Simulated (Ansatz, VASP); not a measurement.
GaSb: VASP beside Ansatz

```xyz
2
Lattice="0.0000 2.8786 3.4544 2.8786 0.0000 3.4544 2.8786 2.8786 0.0000" Properties=species:S:1:pos:R:3 pbc="T T T"
Ga    0.0000    0.0000    0.0000
Sb    4.3179    4.3179    5.1815
```

Alike in both runs: task single point; functional LDA; k mesh 16 × 16 × 16; occupations gaussian, width 0.15 eV; no spin polarisation.

|  | VASP | Ansatz |
| --- | --- | --- |
| version | VASP 6.6.1 | Ansatz 0.2.0 |
| potentials or method | VASP PAW LDA potentials, release 64 (Ga_d, Sb), cutoff 520 eV | scalar-relativistic, plane waves, PAW |
| valence electrons in the cell | 18 | 28 |

Ansatz gave:

| Quantity | Value |
| --- | --- |
| gap on the k mesh at the Fermi level (eV) | none |
| pressure (GPa) | -1.7 |
| traceless stress, the component that is largest in VASP (GPa) | -6.71 |

Q: Estimate VASP's values.

A: gap on the k mesh at the Fermi level (eV): none; pressure (GPa): -1.6; traceless stress, the component that is largest in VASP (GPa): -6.72.

LDA's correlation is that of Perdew and Zunger in VASP and of Perdew and Wang (1992) in Ansatz. A gap of «none» marks a metal or a gap that the smearing closes. VASP's potentials hold 18 valence electrons a cell and Ansatz's 28, so a difference there can come from the potentials and not from the codes.

Spin-orbit coupling is off throughout.
